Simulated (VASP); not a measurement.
# LiCl (I4/mmm) in VASP: notebook, part 2 of 2

VASP 6.6.1.

**4. Single point, r2SCAN (strain +0.015 along x and y, +0.030 along z)**

POSCAR

```
LiCl
1.0
    0.0000000000      2.6032314000      2.6417028000
    2.6032314000      0.0000000000      2.6417028000
    2.6032314000      2.6032314000      0.0000000000
Li Cl
1 1
Direct
    0.0000000000      0.0000000000      0.0000000000
    0.5000000000      0.5000000000      0.5000000000
```

INCAR.step1

```
SYSTEM = LiCl
PREC = Accurate
ENCUT = 520
ISMEAR = 0
SIGMA = 0.05
LREAL = .False.
LASPH = .True.
NELM = 60
NBANDS = 12
GGA = PE
ALGO = Normal
EDIFF = 1E-4
LWAVE = .True.
LCHARG = .False.
```

INCAR.step2

```
SYSTEM = LiCl
PREC = Accurate
ENCUT = 520
EDIFF = 1E-6
ISMEAR = 0
SIGMA = 0.05
LREAL = .False.
LASPH = .True.
NELM = 60
ALGO = Normal
ISIF = 2
LWAVE = .False.
LCHARG = .False.
METAGGA = R2SCAN
LMIXTAU = .True.
NBANDS = 12
ISTART = 1
```

KPOINTS

```
Automatic mesh
0
Gamma
  8 8 8
  0 0 0
```

Potentials or basis: VASP PAW PBE potentials, release 64 (Li_sv, Cl).

The run is started by

```sh
$ cat potpaw_PBE.64/Li_sv/POTCAR potpaw_PBE.64/Cl/POTCAR > POTCAR
$ cp INCAR.step1 INCAR
$ mpirun -np 1 vasp_std > vasp.out
$ cp INCAR.step2 INCAR
$ mpirun -np 1 vasp_std > vasp.out
```

OUTCAR:

```text
SYSTEM = LiCl
   PREC = Accurate
   ENCUT = 520
   EDIFF = 1E-6
   ISMEAR = 0
   LREAL = .False.
   LASPH = .True.
   NELM = 60
   ISIF = 2
   METAGGA = R2SCAN
   ISTART = 1

 ion  position               nearest neighbor table
   1  0.000  0.000  0.000-   2 2.60   2 2.60   2 2.60   2 2.60
   2  0.500  0.500  0.500-   1 2.60   1 2.60   1 2.60   1 2.60

  LATTYP: Found a body centered tetragonal cell.
 ALAT       =     3.6815251519
 C/A-ratio  =     1.4351132702

  Lattice vectors:

[... 548 lines left out ...]

  FORCE on cell =-STRESS in cart. coord.  units (eV):
  Direction    XX          YY          ZZ          XY          YZ          ZX
  --------------------------------------------------------------------------------------
  -------------------------------------------------------------------------------------
  Total       -0.5621663     -0.5621663     -0.6365345      0.0000000     -0.0000000      0.0000000
  in kB      -25.1556687    -25.1556687    -28.4834782      0.0000000     -0.0000000      0.0000000
  external PRESSURE =     -26.2649385 kB  Pullay stress =       0.0000000 kB

 VOLUME and BASIS-vectors are now :
 -----------------------------------------------------------------------------
  energy-cutoff  :      520.00
  volume of cell :       35.80
      direct lattice vectors                 reciprocal lattice vectors
     0.000000000  2.603231400  2.641702800    -0.192068980  0.192068980  0.189271859
     2.603231400  0.000000000  2.641702800     0.192068980 -0.192068980  0.189271859
     2.603231400  2.603231400  0.000000000     0.192068980  0.192068980 -0.189271859

 POSITION                                       TOTAL-FORCE (eV/Angst)
 -----------------------------------------------------------------------------------
      0.00000      0.00000      0.00000        -0.000000      0.000000     -0.000000
      2.60323      2.60323      2.64170         0.000000     -0.000000      0.000000
 -----------------------------------------------------------------------------------
    total drift:                                0.000000      0.000000      0.000000

  FREE ENERGIE OF THE ION-ELECTRON SYSTEM (eV)
  ---------------------------------------------------
  free  energy   TOTEN  =       -12.5639693257 eV

  energy  without entropy=      -12.5639693257  energy(sigma->0) =      -12.56396933
```

OUTCAR.step1:

```text
SYSTEM = LiCl
   PREC = Accurate
   ENCUT = 520
   ISMEAR = 0
   LREAL = .False.
   LASPH = .True.
[... 582 lines left out ...]
      0.00000      0.00000      0.00000         0.000000     -0.000000      0.000000
      2.60323      2.60323      2.64170        -0.000000      0.000000     -0.000000
 -----------------------------------------------------------------------------------
    total drift:                                0.000000      0.000000      0.000000

  FREE ENERGIE OF THE ION-ELECTRON SYSTEM (eV)
  ---------------------------------------------------
  free  energy   TOTEN  =        -7.3784047335 eV

  energy  without entropy=       -7.3784047335  energy(sigma->0) =       -7.37840473
```

OSZICAR.step1:

```text
N       E                     dE             d eps       ncg     rms          rms(c)
DAV:   1     0.414182300566E+02    0.41418E+02   -0.40505E+03  1416   0.762E+02
DAV:   2    -0.499305345903E+01   -0.46411E+02   -0.43966E+02  1852   0.140E+02
DAV:   3    -0.738855427189E+01   -0.23955E+01   -0.23882E+01  1792   0.335E+01
DAV:   4    -0.744911404603E+01   -0.60560E-01   -0.60542E-01  2052   0.549E+00
DAV:   5    -0.744968587745E+01   -0.57183E-03   -0.57183E-03  1872   0.485E-01    0.233E+00
DAV:   6    -0.737135312697E+01    0.78333E-01   -0.17344E-01  1868   0.191E+00    0.166E+00
DAV:   7    -0.737367820791E+01   -0.23251E-02   -0.52369E-02  2212   0.118E+00    0.920E-01
DAV:   8    -0.737844121209E+01   -0.47630E-02   -0.70625E-03  1684   0.581E-01    0.157E-01
DAV:   9    -0.737840473351E+01    0.36479E-04   -0.24739E-04  1824   0.109E-01
   1 F= -.73784047E+01 E0= -.73784047E+01  d E =-.311737E-18
```

Run time: 2.2 min. Hardware: 1 thread of Intel Xeon 8259CL, shared host; peak memory 0.17 GiB.

What came out:

```
Free energy            : -12.5640 eV
Band gap on the k mesh : 6.93 eV
```

Caveat: the cell differs from its parent crystal (strain +0.015 along x and y, +0.030 along z); the cutoff is under 1.25 times the usual one of these potentials, so pressure, stress and relaxed cells hold a basis-set (Pulay) error; the PAW data sets were made with another functional, which shifts forces and pressure a little.

**5. Single point, r2SCAN (strain +0.030 along x and y, +0.015 along z)**

POSCAR

```
LiCl
1.0
    0.0000000000      2.6417028000      2.6032314000
    2.6417028000      0.0000000000      2.6032314000
    2.6417028000      2.6417028000      0.0000000000
Li Cl
1 1
Direct
    0.0000000000      0.0000000000      0.0000000000
    0.5000000000      0.5000000000      0.5000000000
```

INCAR.step1

```
PREC = Accurate ; ENCUT = 520
ISMEAR = 0 ; SIGMA = 0.05
LREAL = False ; LASPH = True
NELM = 80 ; NBANDS = 12
GGA = PE ; ALGO = Normal
EDIFF = 1E-4 ; LWAVE = True
LCHARG = False
```

INCAR.step2

```
PREC = Accurate ; ENCUT = 520
EDIFF = 1E-6 ; ISMEAR = 0
SIGMA = 0.05 ; LREAL = False
LASPH = True ; NELM = 80
ALGO = Normal ; ISIF = 2
LWAVE = False ; LCHARG = False
METAGGA = R2SCAN ; LMIXTAU = True
NBANDS = 12 ; ISTART = 1
```

KPOINTS

```
regular mesh
0
Gamma
  8 8 8
```

Potentials or basis: VASP PAW PBE potentials, release 64 (Li_sv, Cl).

The run is started by

```sh
$ cat potpaw_PBE.64/Li_sv/POTCAR potpaw_PBE.64/Cl/POTCAR > POTCAR
$ cp INCAR.step1 INCAR
$ mpirun -np 1 vasp_std > vasp.out
$ cp INCAR.step2 INCAR
$ mpirun -np 1 vasp_std > vasp.out
```

OUTCAR:

```text
PREC = Accurate
   ENCUT = 520
   EDIFF = 1E-6
   ISMEAR = 0
   LREAL = False
   LASPH = True
   NELM = 80
   ISIF = 2
   METAGGA = R2SCAN
   ISTART = 1

 ion  position               nearest neighbor table
   1  0.000  0.000  0.000-   2 2.60   2 2.60
   2  0.500  0.500  0.500-   1 2.60   1 2.60

  LATTYP: Found a body centered tetragonal cell.
 ALAT       =     3.7359319275
 C/A-ratio  =     1.3936182192

  Lattice vectors:

 A1 = (   0.0000000000,  -2.6417028000,  -2.6032314000)
 A2 = (   0.0000000000,   2.6417028000,  -2.6032314000)
[... 536 lines left out ...]
      7       9.9746      0.00000
      8      11.0938      0.00000
      9      11.3039      0.00000
     10      14.5346      0.00000
     11      16.5263      0.00000
     12      17.3463      0.00000

 [... further k-points ...]
[... 5 lines left out ...]
  --------------------------------------------------------------------------------------
  -------------------------------------------------------------------------------------
  Total       -0.6886092     -0.6886092     -0.6224839      0.0000000      0.0000000      0.0000000
  in kB      -30.3649584    -30.3649584    -27.4490940      0.0000000      0.0000000      0.0000000
  external PRESSURE =     -29.3930036 kB  Pullay stress =       0.0000000 kB

 VOLUME and BASIS-vectors are now :
 -----------------------------------------------------------------------------
  energy-cutoff  :      520.00
  volume of cell :       36.33
      direct lattice vectors                 reciprocal lattice vectors
     0.000000000  2.641702800  2.603231400    -0.189271859  0.189271859  0.192068980
     2.641702800  0.000000000  2.603231400     0.189271859 -0.189271859  0.192068980
     2.641702800  2.641702800  0.000000000     0.189271859  0.189271859 -0.192068980

 POSITION                                       TOTAL-FORCE (eV/Angst)
 -----------------------------------------------------------------------------------
      0.00000      0.00000      0.00000         0.000000     -0.000000     -0.000000
      2.64170      2.64170      2.60323        -0.000000      0.000000      0.000000
 -----------------------------------------------------------------------------------
    total drift:                                0.000000      0.000000      0.000000

  FREE ENERGIE OF THE ION-ELECTRON SYSTEM (eV)
  ---------------------------------------------------
  free  energy   TOTEN  =       -12.5549343508 eV

  energy  without entropy=      -12.5549343508  energy(sigma->0) =      -12.55493435
```

It took 2.5 min on 1 thread of Intel Xeon 8259CL, shared host; peak memory 0.17 GiB.

What came out:

| Quantity | Value |
| --- | --- |
| Free energy | -12.5549 eV |
| Band gap on the k mesh | 6.86 eV |

Levels at points of the mesh, in eV from the valence-band top:
```
           k point  band 3  band 4  band 5  band 6  band 7  band 8
(0.00, 0.00, 0.00)   -0.04    0.00    0.00    6.86   12.54   12.54
(0.50, 0.00, 0.00)   -2.56   -0.27   -0.24    7.43   10.20   10.32
(0.50, 0.50, 0.00)   -2.62   -1.03   -1.03    8.60    8.96   13.04
(0.50, 0.00, 0.50)   -2.62   -1.04   -0.94    8.63    9.03   12.84
```

Caveat: the cell differs from its parent crystal (strain +0.030 along x and y, +0.015 along z); the cutoff is under 1.25 times the usual one of these potentials, so pressure, stress and relaxed cells hold a basis-set (Pulay) error; the PAW data sets were made with another functional, which shifts forces and pressure a little.

**6. The runs side by side**

| cell | gap on the mesh (eV) |
| --- | --- |
| a = 3.654, b = 3.654, c = 3.682 Å, angles 59.8, 59.8, 60.5°, 2 atoms | 7.10 |
| a = 3.682, b = 3.682, c = 3.736 Å, angles 59.5, 59.5, 61.0°, 2 atoms | 6.92 |
| a = 3.709, b = 3.709, c = 3.682 Å, angles 60.2, 60.2, 59.5°, 2 atoms | 6.93 |
| a = 3.709, b = 3.709, c = 3.736 Å, angles 59.8, 59.8, 60.5°, 2 atoms | 6.86 |

Alike in all rows: task single point; level r2SCAN; potentials or basis VASP PAW PBE potentials, release 64 (Li_sv, Cl); no spin polarisation; k mesh 8 × 8 × 8; cutoff (eV) 520; smearing gaussian 0.05 eV.

Caveats: the cutoff is under 1.25 times the usual one of these potentials, so pressure, stress and relaxed cells hold a basis-set (Pulay) error; the PAW data sets were made with another functional, which shifts forces and pressure a little.

Total energies depend on the potentials used, so only differences within one code and one set of settings carry meaning.
